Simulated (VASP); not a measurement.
Wanted: the native input for a VASP 6.6.1 run.

| Quantity | Value |
| --- | --- |
| Task | single point |
| Functional | PBEsol |
| Potentials or basis | VASP PAW PBE potentials, release 64 (B, N) |
| Cutoff | 520 eV |
| k mesh | 12 × 12 × 12 |
| Occupations | gaussian, width 0.01 eV |
| Spin | no spin polarisation |
| Dipole correction | no |
| Further INCAR settings | ALGO = Normal; EDIFF = 1e-07; NBANDS = 11 |

The structure of BN lies in POSCAR:

```
BN
1.0
    0.0000000000      1.7907454638      1.7907454638
    1.7907454638      0.0000000000      1.7907454638
    1.7907454638      1.7907454638      0.0000000000
B N
1 1
Direct
    0.0000000000      0.0000000000      0.0000000000
    0.7500000000      0.7500000000      0.7500000000
```

The input as run:

INCAR

```
SYSTEM = BN
PREC = Accurate ; ENCUT = 520
EDIFF = 1E-7 ; ISMEAR = 0
SIGMA = 0.01 ; LREAL = .False.
LASPH = .True. ; NELM = 80
ALGO = Normal ; ISIF = 2
LWAVE = .False. ; LCHARG = .False.
GGA = PS ; NBANDS = 11
```

KPOINTS

```
Automatic mesh
0
Gamma
  12 12 12
  0 0 0
```

Potentials or basis: VASP PAW PBE potentials, release 64 (B, N).

Run with:

```sh
$ cat potpaw_PBE.64/B/POTCAR potpaw_PBE.64/N/POTCAR > POTCAR
$ mpirun -np 1 vasp_std > vasp.out
```

It gave:

```yaml
Pressure: 8.8 GPa
Band_gap_on_the_k_mesh: 4.31 eV (least direct gap 8.89 eV)
```

Caveat: the cell stands under pressure; the PAW data sets were made with another functional, which shifts forces and pressure a little.

It took 4.6 s on 1 thread of AMD EPYC 9R45 96-Core Processor (Zen 5), on a shared host, peak memory 0.09 GiB.
